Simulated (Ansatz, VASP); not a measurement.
**TaN: VASP beside Ansatz**

```
CELL_PARAMETERS angstrom
2.89829 0.00000 0.00000
-1.44915 2.50999 0.00000
0.00000 0.00000 2.84404
ATOMIC_POSITIONS crystal
Ta 0.33333 0.66667 0.50000
N 0.00000 0.00000 0.00000
```

Change from the starting cell: volume scaled by 0.96, crystal datasets.

Alike in both runs: task electric field gradients; functional PBE; k mesh 12 × 12 × 10; occupations fermi-dirac, width 0.02 eV; no spin polarisation.

```csv
,VASP,Ansatz
version,VASP 6.6.1,Ansatz 0.2.0
potentials or method,"VASP PAW PBE potentials, release 64 (Ta_pv, N), cutoff 520 eV","all-electron PAW with datasets made for the crystal, scalar-relativistic"
```

```csv
,VASP,Ansatz,Ansatz less VASP
pressure (GPa),21.5,20.7,-0.87
"traceless stress, the component that is largest in VASP (GPa)",2.09,1.94,-0.148
size of Vzz on the site where it differs most (V/Å²),14.2,53.8,+39.57
```

Ansatz ran all-electron here, and VASP with PAW potentials.

Neither program's run includes spin-orbit coupling.
